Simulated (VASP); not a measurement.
# Li2SnF3 (P3m1) in VASP: a series of runs

The runs below take Li2SnF3 through single point, with PBE+D3(BJ).

Everything below comes from runs of VASP 6.6.1. Logs are shortened: lines on timing, memory, paths and dates and some standing lists are left out, and cuts for length are marked.

## (1) The cell of the first run

The structure is trigonal, space group P3m1 (No. 156). The conventional cell has a = 3.287 Å, b = 3.287 Å, c = 7.468 Å, α = 90.00°, β = 90.00°, γ = 120.00°. Within 2.8 Å of Li (site symmetry 3m) lie 4 F at 2.10 Å and 3 Sn at 2.25 Å. Within 2.6 Å of Li (site symmetry 3m) lie 1 Sn at 1.92 Å and 6 F at 2.16 Å. Sn (site symmetry 3m) has 4 Li at 1.92 to 2.25 Å and 4 F at 2.10 Å within 2.6 Å. Within 2.9 Å of F (site symmetry 3m) lie 3 Sn at 2.10 Å and 4 Li at 2.10 to 2.16 Å and 3 F at 2.81 Å. F (site symmetry 3m) has 3 Li at 2.10 Å and 1 Sn at 2.10 Å within 2.8 Å. F (site symmetry 3m) has 3 Li at 2.16 Å and 3 F at 2.81 Å within 2.9 Å.

## (2) Single point, PBE+D3(BJ)

The input, INCAR:

```
SYSTEM = Li2SnF3
ALGO = Normal
EDIFF = 1E-6
ENCUT = 520
GGA = PE
ISIF = 2
ISMEAR = 0
IVDW = 12
LASPH = .TRUE.
LCHARG = .FALSE.
LREAL = .FALSE.
LWAVE = .FALSE.
NBANDS = 30
NELM = 60
PREC = Accurate
SIGMA = 0.1
```

The input, KPOINTS:

```
k-points
0
G
  6 6 4
  0 0 0
```

The input, POSCAR:

```
Li2SnF3
1.0
    3.2869252700      0.0000000000      0.0000000000
   -1.6434626300      2.8465607800      0.0000000000
    0.0000000000      0.0000000000      7.4682149500
Li Sn F
2 1 3
Direct
    0.0000000000      0.0000000000      0.2806512600
    0.3333333300      0.6666666700      0.8616402100
    0.3333333300      0.6666666700      0.1191470500
    0.0000000000      0.0000000000      0.0000000000
    0.3333333300      0.6666666700      0.3997983100
    0.6666666700      0.3333333300      0.7232804200
```

Potentials or basis: VASP PAW PBE potentials, release 64 (Li_sv, Sn_d, F).

Started as:

```sh
$ cat potpaw_PBE.64/Li_sv/POTCAR potpaw_PBE.64/Sn_d/POTCAR potpaw_PBE.64/F/POTCAR > POTCAR
$ mpirun -np 1 vasp_std > vasp.out
```

OUTCAR:

```text
SYSTEM = Li2SnF3
   EDIFF = 1E-6
   ENCUT = 520
   GGA = PE
   ISIF = 2
   ISMEAR = 0
   IVDW = 12
   LASPH = .TRUE.
   LREAL = .FALSE.
   NELM = 60
   PREC = Accurate
 IVDW          = 12

 ion  position               nearest neighbor table
   1  0.000  0.000  0.281-   5 2.10   5 2.10   5 2.10   4 2.10   3 2.25   3 2.25   3 2.25
   2  0.333  0.667  0.862-   3 1.92   6 2.16   4 2.16   6 2.16   4 2.16   4 2.16   6 2.16
   3  0.333  0.667  0.119-   2 1.92   4 2.10   4 2.10   4 2.10   5 2.10   1 2.25   1 2.25   1 2.25

   4  0.000  0.000  0.000-   3 2.10   3 2.10   3 2.10   1 2.10   2 2.16   2 2.16   2 2.16
   5  0.333  0.667  0.400-   1 2.10   1 2.10   1 2.10   3 2.10
   6  0.667  0.333  0.723-   2 2.16   2 2.16   2 2.16

  LATTYP: Found a hexagonal cell.
 ALAT       =     3.2869252700
 C/A-ratio  =     2.2720975795

  Lattice vectors:

 A1 = (   3.2869252700,   0.0000000000,   0.0000000000)
 A2 = (  -1.6434626300,   2.8465607800,   0.0000000000)
 A3 = (   0.0000000000,   0.0000000000,   7.4682149500)

Analysis of symmetry for initial positions (statically):
=====================================================================
 Subroutine PRICEL returns:
 Original cell was already a primitive cell.

 Routine SETGRP: Setting up the symmetry group for a
 hexagonal supercell.

 Subroutine GETGRP returns: Found  6 space group operations
 (whereof  6 operations were pure point group operations)
 out of a pool of 24 trial point group operations.

The static configuration has the point symmetry C_3v.

Analysis of symmetry for dynamics (positions and initial velocities):
=====================================================================
 Subroutine PRICEL returns:
 Original cell was already a primitive cell.

 Routine SETGRP: Setting up the symmetry group for a
 hexagonal supercell.

 Subroutine GETGRP returns: Found  6 space group operations
 (whereof  6 operations were pure point group operations)
 out of a pool of 24 trial point group operations.

The dynamic configuration has the point symmetry C_3v.

 Subroutine INISYM returns: Found  6 space group operations
 (whereof  6 operations are pure point group operations),
 and found     1 'primitive' translations

----------------------------------------------------------------------------------------

                                     Primitive cell

  volume of cell :      69.8758
[... 96 lines left out ...]
   EDIFF  = 0.1E-05   stopping-criterion for ELM
   LREAL  =      F    real-space projection
   EDIFFG = 0.1E-04   stopping-criterion for IOM
   NSW    =      0    number of steps for IOM
   IBRION =     -1    ionic relax: 0-MD 1-quasi-New 2-CG
   NFREE  =      0    steps in history (QN), initial steepest desc. (CG)
   ISIF   =      2    stress and relaxation
   ISYM   =      2    0-nonsym 1-usesym 2-fastsym
   POTIM  = 0.5000    time-step for ionic-motion
   TEBEG  =    0.0;   TEEND  =   0.0 temperature during run
   PSTRESS=    0.0 pullay stress
   NELECT =      41.0000    total number of electrons
   NUPDOWN=      -1.0000    fix difference up-down
   EMIN   =  10.00;   EMAX   =-10.00  energy-range for DOS
   EFERMI =   0.00;   METHOD = LEGACY
   ISMEAR =     0;   SIGMA  =   0.10  broadening in eV -4-tet -1-fermi 0-gaus
   EFERMI_NEDOS =   21; number of points for ismear=-14 and -15
   IALGO  =     38    algorithm
   IMIX   =      4    mixing-type and parameters
     AMIX     =   0.40;   BMIX     =  1.00
     AMIX_MAG =   1.60;   BMIX_MAG =  1.00
  volume/ion in A,a.u.               =      11.65        78.59
  Fermi-wavevector in a.u.,A,eV,Ry     =   1.370546  2.589957 25.557149  1.878397
  Thomas-Fermi vector in A             =   2.496323
   LORBIT       =      0    0 simple, 1 ext, 2 COOP (PROOUT), +10 PAW based schemes
   GGA     = PE    functional components
   LHFCALC =     F    Hartree Fock is set to
   AEXX    =    0.0000 exact exchange contribution
   IVDW    =    12    specifies the selected vdW correction
   LEPSILON=     F    determine dielectric tensor
   LRPA    =     F    only Hartree local field effects (RPA)
 non-spin polarized calculation
 Gauss-broadening in eV      SIGMA  =   0.10
  energy-cutoff  :      520.00
  volume of cell :       69.88
 maximum number of plane-waves:      1911
   NGX = 13   NGY = 13   NGZ = 27

 number of electron      41.0000016 magnetization

 Free energy of the ion-electron system (eV)
  ---------------------------------------------------
  ext. energy  EPLUGINS =         0.00000000
  ---------------------------------------------------
  free energy    TOTEN  =       -17.64080484 eV

  energy without entropy =      -17.63513940  energy(sigma->0) =      -17.63797212

 E-fermi :   4.2015     XC(G=0):  -9.6964

 val. band max:        3.5846663070   @ k =   0.3333   0.1667   0.0000
 cond. band min:       4.2445208705   @ k =   0.3333   0.0000   0.5000
 fundamental gap:      0.6598545634
 Fermi energy:         4.2015343277

 k-point     1 :       0.0000    0.0000    0.0000
  band No.  band energies     occupation
      1     -43.3234      2.00000
      2     -42.3780      2.00000
      3     -23.7675      2.00000
      4     -20.1067      2.00000
      5     -18.9965      2.00000
      6     -18.9965      2.00000
[... 781 lines left out ...]
     29      16.9566      0.00000
     30      17.3730      0.00000

------------------------ aborting loop because EDIFF is reached ----------------------------------------

 Edisp (eV)   -1.09484

 E8    (eV) :    -0.4396

  FORCE on cell =-STRESS in cart. coord.  units (eV):
  Direction    XX          YY          ZZ          XY          YZ          ZX
  --------------------------------------------------------------------------------------
  -------------------------------------------------------------------------------------
  Total      13.60185    13.60185    20.54720     0.00000     0.00000     0.00000
  in kB     311.87559   311.87559   471.12507     0.00000     0.00000     0.00000
  external pressure =      364.96 kB  Pullay stress =        0.00 kB

 VOLUME and BASIS-vectors are now :
 -----------------------------------------------------------------------------
  energy-cutoff  :      520.00
  volume of cell :       69.88
      direct lattice vectors                 reciprocal lattice vectors
     3.286925270  0.000000000  0.000000000     0.304235697  0.175650561  0.000000000
    -1.643462630  2.846560780  0.000000000     0.000000000  0.351301123  0.000000000
     0.000000000  0.000000000  7.468214950     0.000000000  0.000000000  0.133900806

 POSITION                                       TOTAL-FORCE (eV/Angst)
 -----------------------------------------------------------------------------------
      0.00000      0.00000      2.09596         0.000000     -0.000000      5.238056
     -0.00000      1.89771      6.43491        -0.000000      0.000000     -8.972895
     -0.00000      1.89771      0.88982         0.000000     -0.000000      6.572509
      0.00000      0.00000      0.00000         0.000000     -0.000000     -5.241050
     -0.00000      1.89771      2.98578        -0.000000      0.000000      0.134496
      1.64346      0.94885      5.40161         0.000000     -0.000000      2.268884
 -----------------------------------------------------------------------------------
    total drift:                                0.000016     -0.000007     -0.007048

  FREE ENERGIE OF THE ION-ELECTRON SYSTEM (eV)
  ---------------------------------------------------
  free  energy   TOTEN  =       -18.7356466625 eV

  energy  without entropy=      -18.7299812264  energy(sigma->0) =      -18.73281394
```

OSZICAR:

```text
N       E                     dE             d eps       ncg     rms          rms(c)
DAV:   1     0.448185853827E+03    0.44819E+03   -0.19989E+04  1556   0.183E+03
DAV:   2     0.417800543077E+02   -0.40641E+03   -0.38552E+03  1514   0.547E+02
DAV:   3    -0.136746728082E+02   -0.55455E+02   -0.54741E+02  1684   0.159E+02
DAV:   4    -0.198529977399E+02   -0.61783E+01   -0.61124E+01  2790   0.383E+01
DAV:   5    -0.199720584883E+02   -0.11906E+00   -0.11904E+00  1624   0.617E+00    0.902E+00
DAV:   6    -0.177693546978E+02    0.22027E+01   -0.73608E+00  1844   0.225E+01    0.386E+00
DAV:   7    -0.177088253543E+02    0.60529E-01   -0.57358E-01  1936   0.449E+00    0.202E+00
DAV:   8    -0.176491222067E+02    0.59703E-01   -0.12925E-01  2016   0.293E+00    0.608E-01
DAV:   9    -0.176408128758E+02    0.83093E-02   -0.32868E-02  2112   0.169E+00    0.224E-01
DAV:  10    -0.176408649824E+02   -0.52107E-04   -0.55096E-03  1902   0.464E-01    0.112E-01
DAV:  11    -0.176408009864E+02    0.63996E-04   -0.69223E-04  2096   0.248E-01    0.350E-02
DAV:  12    -0.176408024844E+02   -0.14981E-05   -0.12884E-04  2168   0.829E-02    0.177E-02
DAV:  13    -0.176408045290E+02   -0.20445E-05   -0.20254E-05  2108   0.280E-02    0.697E-03
DAV:  14    -0.176408048393E+02   -0.31030E-06   -0.39975E-06  1602   0.221E-02
   1 F= -.18735647E+02 E0= -.18732814E+02  d E =-.566544E-02
```

stdout:

```text
POSCAR found type information on POSCAR LiSnF
 POSCAR found :  3 types and       6 ions
 scaLAPACK will be used
 LDA part: xc-table for (Slater+PW92), standard interpolation
 POSCAR, INCAR and KPOINTS ok, starting setup
 FFT: planning ... GRIDC
 FFT: planning ... GRID_SOFT
 FFT: planning ... GRID
 WAVECAR not read
 entering main loop
```

Run time: 73 s. Hardware: 1 thread of AMD EPYC 7R43 (Zen 3), shared host; peak memory 0.18 GiB.

What came out:

| Item | Value |
| --- | --- |
| Free energy | -18.7356 eV |
| Largest force | 8.973 eV/Å |
| Band gap on the k mesh | zero (an odd number of electrons rules out a gap without spin polarisation) |
| Dispersion energy per atom | -0.182 eV |

Forces on the atoms (eV/Å):
```
Li   0.000  0.000  5.238
Li   0.000  0.000 -8.973
Sn   0.000  0.000  6.573
F    0.000  0.000 -5.241
F    0.000  0.000  0.134
F    0.000  0.000  2.269
```

Levels at points of the mesh, in eV from the Fermi level:
```
           k point  band 16  band 17  band 18  band 19  band 20  band 21  band 22  band 23  band 24  band 25
(0.00, 0.00, 0.00)    -4.61    -4.61    -1.95    -1.25    -1.25     0.91     5.35     5.35     5.96     7.83
(0.50, 0.00, 0.00)    -4.90    -2.66    -2.14    -1.84    -1.51    -1.30     3.38     3.67     6.23     8.73
(0.00, 0.00, 0.50)    -4.61    -4.61    -1.68    -1.26    -1.26     0.69     5.36     5.36     6.03     7.85
(0.50, 0.00, 0.50)    -4.90    -2.46    -2.36    -1.76    -1.50    -1.38     3.38     3.67     6.19     8.73
```

Caveat: the k points lie up to 0.37 Å⁻¹ apart, too coarse for converged energies and pressures of a metal; the cutoff is under 1.25 times the usual one of these potentials, so pressure, stress and relaxed cells hold a basis-set (Pulay) error; spin-orbit coupling is left out, which moves the levels of the heavy elements; an odd number of electrons without spin polarisation forces a metal; a magnetic or distorted state may lie lower.

## (3) Single point, PBE+D3(BJ)

This run uses another cell than the first one, of the same volume but with other edges.

The input, INCAR:

```
ALGO     = Normal         # electronic algorithm
EDIFF    = 1E-6           # SCF threshold, eV
ENCUT    = 520            # plane-wave cutoff, eV
GGA      = PE             # functional
ISIF     = 2              # what is computed and relaxed
ISMEAR   = 0              # smearing method
IVDW     = 12             # dispersion correction
LASPH    = T              # aspherical terms in the spheres
LCHARG   = F              # write CHGCAR
LREAL    = F              # projectors in reciprocal space
LWAVE    = F              # write WAVECAR
NBANDS   = 30             # bands
NELM     = 60             # most SCF steps
PREC     = Accurate       # precision mode
SIGMA    = 0.1            # smearing width, eV
```

The input, KPOINTS:

```
k-points
0
Gamma
  6 6 4
```

The input, POSCAR:

```
Li2SnF3
1.0
    3.0408374788     -0.0000000027      0.0000000000
   -1.5204187371      2.6334425068      0.0000000000
    0.0000000000      0.0000000000      8.7191560176
Li Sn F
2 1 3
Direct
    0.0000000000      0.0000000000      0.5194169631
    0.3333333333      0.6666666667      0.7785128609
    0.3333333333      0.6666666667      0.1438864194
    0.0000000000      0.0000000000     -0.0986294964
    0.3333333333      0.6666666667      0.3954834581
    0.6666666667      0.3333333333      0.6458470448
```

Potentials or basis: VASP PAW PBE potentials, release 64 (Li_sv, Sn_d, F).

Started as:

```sh
$ cat potpaw_PBE.64/Li_sv/POTCAR potpaw_PBE.64/Sn_d/POTCAR potpaw_PBE.64/F/POTCAR > POTCAR
$ mpirun -np 1 vasp_std > vasp.out
```

Run time: 81 s. Hardware: 1 thread of AMD EPYC 7R43 (Zen 3), shared host; peak memory 0.18 GiB.

Results (log left out):

```
Free energy                : -28.7239 eV
Largest force              : 0.033 eV/Å
Band gap on the k mesh     : zero (an odd number of electrons rules out a gap without spin polarisation)
Dispersion energy per atom : -0.180 eV
```

Forces on the atoms (eV/Å):
```
Li   0.000  0.000  0.014
Li   0.000  0.000 -0.033
Sn   0.000  0.000 -0.027
F    0.000  0.000  0.015
F    0.000  0.000  0.032
F    0.000  0.000 -0.001
```

Levels at points of the mesh, in eV from the Fermi level:
| k point | band 18 | band 19 | band 20 | band 21 | band 22 | band 23 |
| --- | --- | --- | --- | --- | --- | --- |
| (0.00, 0.00, 0.00) | -2.78 | -2.60 | -2.60 | 1.85 | 6.67 | 7.77 |
| (0.50, 0.00, 0.00) | -3.15 | -2.81 | -2.09 | -1.57 | 5.32 | 6.53 |
| (0.00, 0.00, 0.50) | -2.60 | -2.60 | -2.32 | 1.68 | 6.95 | 7.70 |
| (0.50, 0.00, 0.50) | -2.97 | -2.79 | -2.04 | -1.77 | 5.42 | 6.53 |

Caveat: the k points lie up to 0.40 Å⁻¹ apart, too coarse for converged energies and pressures of a metal; the cutoff is under 1.25 times the usual one of these potentials, so pressure, stress and relaxed cells hold a basis-set (Pulay) error; spin-orbit coupling is left out, which moves the levels of the heavy elements; an odd number of electrons without spin polarisation forces a metal; a magnetic or distorted state may lie lower.

The gap in the log of VASP goes by the Fermi energy; the results here count the filled bands.